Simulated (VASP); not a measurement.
Write the native input for VASP 6.6.1 that does the following.

```
Task                   : single point
Functional             : PBE
Potentials or basis    : VASP PAW PBE potentials, release 64 (Cd, Se)
Cutoff                 : 520 eV
k mesh                 : 6 × 6 × 6
Occupations            : gaussian, width 0.01 eV
Spin                   : no spin polarisation
Dipole correction      : no
Further INCAR settings : ALGO = Normal; EDIFF = 1e-06; NBANDS = 16
```

The structure of CdSe lies in POSCAR:

```
CdSe
1.0
    0.0000000000      3.1106729228      3.1106729228
    3.1106729228      0.0000000000      3.1106729228
    3.1106729228      3.1106729228      0.0000000000
Cd Se
1 1
Direct
    0.0000000000      0.0000000000      0.0000000000
    0.7500000000      0.7500000000      0.7500000000
```

The input as run:

INCAR

```
PREC     = Accurate       # precision mode
ENCUT    = 520            # plane-wave cutoff, eV
EDIFF    = 1E-6           # SCF threshold, eV
ISMEAR   = 0              # smearing method
SIGMA    = 0.01           # smearing width, eV
LREAL    = False          # projectors in reciprocal space
LASPH    = True           # aspherical terms in the spheres
NELM     = 80             # most SCF steps
ALGO     = Normal         # electronic algorithm
ISIF     = 2              # what is computed and relaxed
LWAVE    = False          # write WAVECAR
LCHARG   = False          # write CHGCAR
GGA      = PE             # functional
NBANDS   = 16             # bands
```

KPOINTS

```
Automatic mesh
0
Gamma
  6 6 6
```

Potentials or basis: VASP PAW PBE potentials, release 64 (Cd, Se).

The run is started by

```sh
$ cat potpaw_PBE.64/Cd/POTCAR potpaw_PBE.64/Se/POTCAR > POTCAR
$ mpirun -np 1 vasp_std > vasp.out
```

Results of the run:

- Pressure: -0.3 GPa
- Band gap on the k mesh: 0.47 eV, direct

It took 17 s on 1 thread of Intel(R) Xeon(R) Platinum 8259CL CPU @ 2.50GHz (Skylake/Cascade Lake), with other jobs on the host, peak memory 0.2 GiB.
